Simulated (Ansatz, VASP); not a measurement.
BN: VASP beside Ansatz

File INCAR:

```
SYSTEM = BN
  PREC = Accurate
  ENCUT = 600
  EDIFF = 1E-7
  ISMEAR = -1
  SIGMA = 0.05
  LREAL = .False.
  LASPH = .True.
  NELM = 100
  ALGO = Normal
  ISIF = 3
  LWAVE = .False.
  LCHARG = .False.
  GGA = PS
  IVDW = 12
  IBRION = 2
  NSW = 80
  EDIFFG = -0.02
```

File KPOINTS:

```
Automatic mesh
0
Gamma
  13 13 13
  0 0 0
```

Contents of POSCAR:

```
BN
1.0
    0.0000000000      1.8130010000      1.8130010000
    1.8130010000      0.0000000000      1.8130010000
    1.8130010000      1.8130010000      0.0000000000
N B
1 1
Direct
    0.2500000000      0.2500000000      0.2500000000
    0.0000000000      0.0000000000      0.0000000000
```

The input input.yaml:

```yaml
crystal:
  lattice:
    - [0.0, 1.813001, 1.813001]
    - [1.813001, 0.0, 1.813001]
    - [1.813001, 1.813001, 0.0]
  atoms:
    - { symbol: "N", position: [0.25, 0.25, 0.25] }
    - { symbol: B, position: [0.0, 0.0, 0.0] }
kpoints:
  mp_grid: { grid: [13, 13, 13] }
scf:
  occupations: { method: fermi_dirac, width: 0.05 }
hamiltonian:
  xc: pbesol
  dispersion: d3bj
  pseudopotentials: { kind: all_electron, lapw: { basis_error: 0.001 } }
output:
  forces: true
  stress: true
relax:
  f_tol: 0.02
  max_steps: 60
  cell: {}
```

Alike in both runs: task relaxation of cell and atoms; functional PBEsol; dispersion D3(BJ); k mesh 13 × 13 × 13; occupations fermi-dirac, width 0.05 eV; no spin polarisation.

|  | VASP | Ansatz |
| --- | --- | --- |
| version | VASP 6.6.1 | Ansatz 0.2.0 |
| potentials or method | VASP PAW PBE potentials, release 64 (N, B), cutoff 600 eV | all-electron LAPW, scalar-relativistic |

Ansatz gave:

```
relaxed volume (Å³/atom)                                     : 5.80
relaxed cell length with the largest relative difference (Å) : 2.541
```

Q: Estimate VASP's values.

A: Relaxed volume (Å³/atom): 5.80; relaxed cell length with the largest relative difference (Å): 2.542.

VASP's potentials were made for PBE, not for PBEsol. Ansatz ran all-electron here, and VASP with PAW potentials.
